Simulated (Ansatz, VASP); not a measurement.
**Two plane-wave programs on BN**

```
CELL_PARAMETERS angstrom
1.35121 0.78012 3.50785
-1.35121 0.78012 3.50785
0.00000 -1.56024 3.50785
ATOMIC_POSITIONS crystal
B 0.99967 0.99967 0.99967
N 0.33276 0.33276 0.33276
```

Change from the starting cell: strain +0.080 along x and y, +0.040 along z, atoms carried along.

Alike in both runs: task single point; functional LDA; k mesh 12 × 12 × 12; occupations gaussian, width 0.05 eV; no spin polarisation.

|  | VASP | Ansatz |
| --- | --- | --- |
| version | VASP 6.6.1 | Ansatz 0.2.0 |
| potentials or method | VASP PAW LDA potentials, release 64 (B, N), cutoff 600 eV | scalar-relativistic, plane waves, PAW |
| valence electrons in the cell | 8 | 8 |

Ansatz gave:

| Quantity | Value |
| --- | --- |
| gap on the k mesh at the Fermi level (eV) | 3.73 |
| least direct gap on the mesh (eV) | 4.00 |
| pressure (GPa) | -40.8 |
| traceless stress, the component that is largest in VASP (GPa) | 39.48 |

**Question.** What did VASP give for the same quantities?

**Answer.** gap on the k mesh at the Fermi level (eV): 3.72; least direct gap on the mesh (eV): 3.99; pressure (GPa): -40.7; traceless stress, the component that is largest in VASP (GPa): 39.16.

LDA's correlation is that of Perdew and Zunger in VASP and of Perdew and Wang (1992) in Ansatz. Both programs put the cell under strong tension, so it lies far from rest at this level.

Noted on VASP's run: the cell as given lies far from equilibrium.
